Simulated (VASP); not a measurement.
# KMgF3 (Pm-3m) in VASP: further runs, part 2 of 2

VASP 6.6.1. Earlier steps stand in the parts before.

## 3. Single point, PBE (volume scaled by 0.97)

File INCAR:

```
ALGO = Normal
EDIFF = 1E-7
ENCUT = 520
GGA = PE
ISIF = 2
ISMEAR = 0
LASPH = True
LCHARG = False
LREAL = False
LWAVE = False
NBANDS = 24
NELM = 80
PREC = Accurate
SIGMA = 0.02
```

File KPOINTS:

```
k-points
0
Gamma
  6 6 6
```

File POSCAR:

```
KMgF3
1.0
    4.0132322406      0.0000000000      0.0000000000
    0.0000000000      4.0132322406      0.0000000000
    0.0000000000      0.0000000000      4.0132322406
K Mg F
1 1 3
Direct
    0.5000000000      0.5000000000      0.5000000000
    0.0000000000      0.0000000000      0.0000000000
    0.5000000000      0.0000000000      0.0000000000
    0.0000000000      0.5000000000      0.0000000000
    0.0000000000      0.0000000000      0.5000000000
```

Potentials or basis: VASP PAW PBE potentials, release 64 (K_sv, Mg, F).

Run with:

```console
$ cat potpaw_PBE.64/K_sv/POTCAR potpaw_PBE.64/Mg/POTCAR potpaw_PBE.64/F/POTCAR > POTCAR
$ mpirun -np 1 vasp_std > vasp.out
```

OUTCAR:

```text
EDIFF = 1E-7
   ENCUT = 520
   GGA = PE
   ISIF = 2
   ISMEAR = 0
   LASPH = True
   LREAL = False
   NELM = 80
   PREC = Accurate

 ion  position               nearest neighbor table
   1  0.500  0.500  0.500-   3 2.84   4 2.84   5 2.84   3 2.84   4 2.84   3 2.84   5 2.84   3 2.84
                             4 2.84   5 2.84   4 2.84   5 2.84   2 3.48   2 3.48   2 3.48   2 3.48
   2  0.000  0.000  0.000-   3 2.01   4 2.01   5 2.01   5 2.01   4 2.01   3 2.01   1 3.48   1 3.48
                             1 3.48   1 3.48   1 3.48   1 3.48   1 3.48   1 3.48
   3  0.500  0.000  0.000-   2 2.01   2 2.01   1 2.84   1 2.84   1 2.84   1 2.84
   4  0.000  0.500  0.000-   2 2.01   2 2.01   1 2.84   1 2.84   1 2.84   1 2.84
   5  0.000  0.000  0.500-   2 2.01   2 2.01   1 2.84   1 2.84   1 2.84   1 2.84

  LATTYP: Found a simple cubic cell.
 ALAT       =     4.0132322406

  Lattice vectors:

 A1 = (   4.0132322406,   0.0000000000,   0.0000000000)
 A2 = (   0.0000000000,   4.0132322406,   0.0000000000)
 A3 = (   0.0000000000,   0.0000000000,   4.0132322406)

Analysis of symmetry for initial positions (statically):
=====================================================================
 Subroutine PRICEL returns:
 Original cell was already a primitive cell.

 Routine SETGRP: Setting up the symmetry group for a
 simple cubic supercell.

 Subroutine GETGRP returns: Found 48 space group operations
 (whereof 48 operations were pure point group operations)
 out of a pool of 48 trial point group operations.

The static configuration has the point symmetry O_h .

Analysis of symmetry for dynamics (positions and initial velocities):
=====================================================================
 Subroutine PRICEL returns:
 Original cell was already a primitive cell.

 Routine SETGRP: Setting up the symmetry group for a
 simple cubic supercell.

 Subroutine GETGRP returns: Found 48 space group operations
 (whereof 48 operations were pure point group operations)
 out of a pool of 48 trial point group operations.

The dynamic configuration has the point symmetry O_h .

 Subroutine INISYM returns: Found 48 space group operations
 (whereof 48 operations are pure point group operations),
 and found     1 'primitive' translations

----------------------------------------------------------------------------------------

                                     Primitive cell

  volume of cell :      64.6373

  direct lattice vectors                    reciprocal lattice vectors
     4.013232241  0.000000000  0.000000000     0.249175712  0.000000000  0.000000000
     0.000000000  4.013232241  0.000000000     0.000000000  0.249175712  0.000000000
     0.000000000  0.000000000  4.013232241     0.000000000  0.000000000  0.249175712

  length of vectors
     4.013232241  4.013232241  4.013232241     0.249175712  0.249175712  0.249175712

  position of ions in fractional coordinates (direct lattice)
     0.500000000  0.500000000  0.500000000
     0.000000000  0.000000000  0.000000000
     0.500000000  0.000000000  0.000000000
     0.000000000  0.500000000  0.000000000
     0.000000000  0.000000000  0.500000000

  ion indices of the primitive-cell ions
   primitive index   ion index
[... 29 lines left out ...]

 Found     20 irreducible k-points:

 Following reciprocal coordinates:
            Coordinates               Weight
  0.000000  0.000000  0.000000      1.000000
  0.166667  0.000000  0.000000      6.000000
  0.333333  0.000000  0.000000      6.000000
  0.500000  0.000000  0.000000      3.000000
  0.166667  0.166667  0.000000     12.000000
  0.333333  0.166667  0.000000     24.000000
[... 12 lines left out ...]
  0.500000  0.500000  0.333333      6.000000
  0.500000  0.500000  0.500000      1.000000
   k-points           NKPTS =     20   k-points in BZ     NKDIM =     20   number of bands    NBANDS=     24
   number of dos      NEDOS =    301   number of ions     NIONS =      5
   total plane-waves  NPLWV =  27000
   dimension x,y,z NGX =    30 NGY =   30 NGZ =   30
   dimension x,y,z NGXF=    60 NGYF=   60 NGZF=   60
   ions per type =               1   1   3
   NGX,Y,Z   is equivalent  to a cutoff of  12.43, 12.43, 12.43 a.u.
   NGXF,Y,Z  is equivalent  to a cutoff of  24.85, 24.85, 24.85 a.u.
 SYSTEM =  unknown system
   PREC   = accura    normal or accurate (medium, high low for compatibility)
   ISTART =      0    job   : 0-new  1-cont  2-samecut
   ICHARG =      2    charge: 1-file 2-atom 10-const
   ISPIN  =      1    spin polarized calculation?
   LNONCOLLINEAR =      F non collinear calculations
   LSORBIT =      F    spin-orbit coupling
   LASPH  =      T    aspherical Exc in radial PAW
   ENCUT  =  520.0 eV  38.22 Ry    6.18 a.u.   7.46  7.46  7.46*2*pi/ulx,y,z
   NELM   =     80;   NELMIN=  2; NELMDL= -5     # of ELM steps
   EDIFF  = 0.1E-06   stopping-criterion for ELM
   LREAL  =      F    real-space projection
   EDIFFG = 0.1E-05   stopping-criterion for IOM
   NSW    =      0    number of steps for IOM
   IBRION =     -1    ionic relax: 0-MD 1-quasi-New 2-CG
   NFREE  =      0    steps in history (QN), initial steepest desc. (CG)
   ISIF   =      2    stress and relaxation
   ISYM   =      2    0-nonsym 1-usesym 2-fastsym
   POTIM  = 0.5000    time-step for ionic-motion
   TEBEG  =    0.0;   TEEND  =   0.0 temperature during run
   PSTRESS=    0.0 pullay stress
   NELECT =      32.0000    total number of electrons
   NUPDOWN=      -1.0000    fix difference up-down
   EMIN   =  10.00;   EMAX   =-10.00  energy-range for DOS
   EFERMI =   0.00;   METHOD = LEGACY
   ISMEAR =     0;   SIGMA  =   0.02  broadening in eV -4-tet -1-fermi 0-gaus
   EFERMI_NEDOS =   21; number of points for ismear=-14 and -15
   IALGO  =     38    algorithm
   IMIX   =      4    mixing-type and parameters
     AMIX     =   0.40;   BMIX     =  1.00
     AMIX_MAG =   1.60;   BMIX_MAG =  1.00
  volume/ion in A,a.u.               =      12.93        87.24
  Fermi-wavevector in a.u.,A,eV,Ry     =   1.295082  2.447350 22.820193  1.677237
  Thomas-Fermi vector in A             =   2.426624
   LORBIT       =      0    0 simple, 1 ext, 2 COOP (PROOUT), +10 PAW based schemes
   GGA     = PE    functional components
   LHFCALC =     F    Hartree Fock is set to
   AEXX    =    0.0000 exact exchange contribution
   IVDW    =     0    specifies the selected vdW correction
   LEPSILON=     F    determine dielectric tensor
   LRPA    =     F    only Hartree local field effects (RPA)
 non-spin polarized calculation
 Gauss-broadening in eV      SIGMA  =   0.02
  energy-cutoff  :      520.00
  volume of cell :       64.64
 maximum number of plane-waves:      1755
 NGX is ok and might be reduce to    30
   NGX = 15   NGY = 15   NGZ = 15

 number of electron      31.9999957 magnetization

 Free energy of the ion-electron system (eV)
  ---------------------------------------------------
  ext. energy  EPLUGINS =         0.00000000
  ---------------------------------------------------
  free energy    TOTEN  =       -24.43795172 eV

  energy without entropy =      -24.43795172  energy(sigma->0) =      -24.43795172

 E-fermi :  -1.5151     XC(G=0):  -9.5826

 val. band max:       -1.7035606281   @ k =   0.5000   0.5000   0.5000
 cond. band min:       5.4477930806   @ k =   0.0000   0.0000   0.0000
 fundamental gap:      7.1513537087
 Fermi energy:        -1.5150625526

 k-point     1 :       0.0000    0.0000    0.0000
  band No.  band energies     occupation
      1     -27.3990      2.00000
      2     -21.7684      2.00000
      3     -21.1419      2.00000
      4     -21.1419      2.00000
      5     -10.8883      2.00000
      6     -10.8883      2.00000
[... 529 lines left out ...]
     23      13.2003      0.00000
     24      13.2548      0.00000

------------------------ aborting loop because EDIFF is reached ----------------------------------------

  FORCE on cell =-STRESS in cart. coord.  units (eV):
  Direction    XX          YY          ZZ          XY          YZ          ZX
  --------------------------------------------------------------------------------------
  -------------------------------------------------------------------------------------
  Total        0.7042939      0.7042939      0.7042939      0.0000000     -0.0000000      0.0000000
  in kB       17.4574823     17.4574823     17.4574823      0.0000000     -0.0000000      0.0000000
  external PRESSURE =      17.4574823 kB  Pullay stress =       0.0000000 kB

 VOLUME and BASIS-vectors are now :
 -----------------------------------------------------------------------------
  energy-cutoff  :      520.00
  volume of cell :       64.64
      direct lattice vectors                 reciprocal lattice vectors
     4.013232241  0.000000000  0.000000000     0.249175712  0.000000000  0.000000000
     0.000000000  4.013232241  0.000000000     0.000000000  0.249175712  0.000000000
     0.000000000  0.000000000  4.013232241     0.000000000  0.000000000  0.249175712

 POSITION                                       TOTAL-FORCE (eV/Angst)
 -----------------------------------------------------------------------------------
      2.00662      2.00662      2.00662         0.000000      0.000000      0.000000
      0.00000      0.00000      0.00000         0.000000      0.000000      0.000000
      2.00662      0.00000      0.00000         0.000000      0.000000      0.000000
      0.00000      2.00662      0.00000         0.000000      0.000000      0.000000
      0.00000      0.00000      2.00662         0.000000      0.000000      0.000000
 -----------------------------------------------------------------------------------
    total drift:                                0.000000     -0.000000      0.000000

  FREE ENERGIE OF THE ION-ELECTRON SYSTEM (eV)
  ---------------------------------------------------
  free  energy   TOTEN  =       -24.4379517185 eV

  energy  without entropy=      -24.4379517185  energy(sigma->0) =      -24.43795172
```

OSZICAR:

```text
N       E                     dE             d eps       ncg     rms          rms(c)
DAV:   1     0.220138979944E+03    0.22014E+03   -0.17254E+04   976   0.127E+03
DAV:   2    -0.148887311012E+02   -0.23503E+03   -0.22594E+03  1200   0.342E+02
DAV:   3    -0.262280387330E+02   -0.11339E+02   -0.11283E+02  1400   0.692E+01
DAV:   4    -0.266485068676E+02   -0.42047E+00   -0.42041E+00  1264   0.814E+00
DAV:   5    -0.266507916301E+02   -0.22848E-02   -0.22847E-02  1320   0.654E-01    0.898E+00
DAV:   6    -0.244419730992E+02    0.22088E+01   -0.72408E+00  1144   0.189E+01    0.396E+00
DAV:   7    -0.244385849986E+02    0.33881E-02   -0.26129E-01  1112   0.283E+00    0.233E+00
DAV:   8    -0.244379649516E+02    0.62005E-03   -0.70505E-02  1192   0.242E+00    0.303E-01
DAV:   9    -0.244376431386E+02    0.32181E-03   -0.13995E-02  1248   0.817E-01    0.141E-01
DAV:  10    -0.244379649037E+02   -0.32177E-03   -0.98365E-04  1104   0.203E-01    0.848E-02
DAV:  11    -0.244379566169E+02    0.82869E-05   -0.52076E-05  1152   0.568E-02    0.399E-02
DAV:  12    -0.244379515379E+02    0.50790E-05   -0.32292E-05  1080   0.389E-02    0.329E-03
DAV:  13    -0.244379517142E+02   -0.17634E-06   -0.11209E-06  1280   0.672E-03    0.132E-03
DAV:  14    -0.244379517185E+02   -0.42319E-08   -0.14483E-07   856   0.272E-03
   1 F= -.24437952E+02 E0= -.24437952E+02  d E =-.421068E-42
```

It took 17 s on 1 thread of Intel Xeon Platinum 8488C (Sapphire Rapids), shared host; peak memory 0.17 GiB.

What came out:

| Quantity | Value |
| --- | --- |
| Free energy | -24.4380 eV |
| Pressure | 1.7 GPa |
| Band gap on the k mesh | 7.15 eV, indirect (least direct gap 7.47 eV) |

Levels at points of the mesh, in eV from the valence-band top:
```
           k point  band 13  band 14  band 15  band 16  band 17  band 18  band 19  band 20
(0.00, 0.00, 0.00)    -0.60    -0.32    -0.32    -0.32     7.15    10.05    10.05    12.18
(0.50, 0.00, 0.00)    -0.84    -0.84    -0.52    -0.52     9.99    10.24    11.07    12.72
(0.50, 0.50, 0.00)    -1.00    -0.88    -0.88    -0.02    10.79    11.60    12.44    12.44
(0.50, 0.50, 0.50)    -1.10     0.00     0.00     0.00    10.36    10.36    10.36    13.82
```

Caveat: the cell differs from its parent crystal (volume scaled by 0.97). A k mesh can miss the band edges.

## 4. Single point, PBE

This run uses another cell than the first one, of 13.33 Å³/atom, 1.064 times its volume.

File INCAR:

```
SYSTEM = KMgF3
PREC = Accurate ; ENCUT = 520
EDIFF = 1E-7 ; ISMEAR = 0
SIGMA = 0.02 ; LREAL = .False.
LASPH = .True. ; NELM = 80
ALGO = Normal ; ISIF = 2
LWAVE = .False. ; LCHARG = .False.
GGA = PE ; NBANDS = 24
```

File KPOINTS:

```
regular mesh
0
Gamma
  6 6 6
  0 0 0
```

POSCAR, as its differences from that of step 3:

```diff
@@ -2,5 +2,5 @@
 1.0
-    4.0132322406      0.0000000000      0.0000000000
-    0.0000000000      4.0132322406      0.0000000000
-    0.0000000000      0.0000000000      4.0132322406
+    4.0541864186      0.0000000000      0.0000000000
+    0.0000000000      4.0541864186      0.0000000000
+    0.0000000000      0.0000000000      4.0541864186
 K Mg F
```

Run with:

```console
$ cat potpaw_PBE.64/K_sv/POTCAR potpaw_PBE.64/Mg/POTCAR potpaw_PBE.64/F/POTCAR > POTCAR
$ mpirun -np 1 vasp_std > vasp.out
```

It took 17 s on 1 thread of Intel Xeon Platinum 8488C (Sapphire Rapids), shared host; peak memory 0.18 GiB.

The run converged. Its results:

- Free energy: -24.4498 eV
- Pressure: -0.4 GPa
- Band gap on the k mesh: 6.93 eV, indirect (least direct gap 7.25 eV)

Levels at points of the mesh, in eV from the valence-band top:
```csv
k point,band 14,band 15,band 16,band 17,band 18,band 19
"(0.00, 0.00, 0.00)",-0.32,-0.32,-0.32,6.93,10.01,10.01
"(0.50, 0.00, 0.00)",-0.79,-0.50,-0.50,9.80,9.93,10.98
"(0.50, 0.50, 0.00)",-0.85,-0.85,-0.02,10.61,11.44,12.16
"(0.50, 0.50, 0.50)",0.00,0.00,0.00,10.24,10.24,10.24
```

## 5. Overview

```tsv
cell	gap on the mesh (eV)	pressure (GPa)
a = 3.971 Å, 5 atoms	7.39	4.3
a = 4.013 Å, 5 atoms	7.15	1.7
a = 4.054 Å, 5 atoms	6.93	-0.4
```

Alike in all rows: task single point; level PBE; potentials or basis VASP PAW PBE potentials, release 64 (K_sv, Mg, F); no spin polarisation; k mesh 6 × 6 × 6; cutoff (eV) 520; smearing gaussian 0.02 eV.

Total energies depend on the potentials used, so only differences within one code and one set of settings carry meaning.
